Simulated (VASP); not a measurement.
BaS, 2 atoms in the cell. Symmetry: Fm-3m, No. 225, cubic system. Conventional cell: a = 6.424 Å, b = 6.424 Å, c = 6.424 Å, α = 90.00°, β = 90.00°, γ = 90.00°. Within 4.2 Å of Ba (site symmetry m-3m) lie 6 S at 3.21 Å. Within 4.2 Å of S (site symmetry m-3m) lie 6 Ba at 3.21 Å. 

| Quantity | Value |
| --- | --- |
| Program | VASP 6.6.1 |
| Task | single point |
| Functional | LDA |
| Potentials or basis | VASP PAW LDA potentials, release 64 (Ba_sv, S) |
| Cutoff | 520 eV |
| k mesh | 8 × 8 × 8 |
| Occupations | gaussian, width 0.01 eV |
| Spin | no spin polarisation |
| Dipole correction | no |
| Further INCAR settings | ALGO = Normal; EDIFF = 1e-07; NBANDS = 15 |

Potentials or basis: VASP PAW LDA potentials, release 64 (Ba_sv, S).

Run with:

```console
$ cat potpaw_LDA.64/Ba_sv/POTCAR potpaw_LDA.64/S/POTCAR > POTCAR
$ mpirun -np 1 vasp_std > vasp.out
```

Hardware: 1 thread of AMD EPYC 7R13, with other jobs on the host.

Question: How long does it take, and how much memory?

Answer: Wall time 57 s on 1 thread of AMD EPYC 7R13, with other jobs on the host, peak memory 0.15 GiB. Counts: scf iterations 13, k points 29.
